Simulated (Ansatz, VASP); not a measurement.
Sc: VASP beside Ansatz

```
Sc
1.0
    -2.82222    2.82222    1.55447
     2.82222   -2.82222    1.55447
     2.82222    2.82222   -1.55447
Sc
2
Direct
  0.62500 0.87500 0.75000
  0.37500 0.12500 0.25000
```

Change from the starting cell: volume scaled by 1, norm-conserving files.

Alike in both runs: task single point; functional PBE; k mesh 14 × 14 × 14; occupations fermi-dirac, width 0.08 eV; no spin polarisation.

|  | VASP | Ansatz |
| --- | --- | --- |
| version | VASP 6.6.1 | Ansatz 0.2.0 |
| potentials or method | VASP PAW PBE potentials, release 64 (Sc_sv) | scalar-relativistic |
| plane-wave cutoff (eV) | 520 | 1061 |
| valence electrons in the cell | 22 | 22 |

|  | VASP | Ansatz | Ansatz less VASP |
| --- | --- | --- | --- |
| pressure (GPa) | 0.0 | 0.0 | -0.03 |
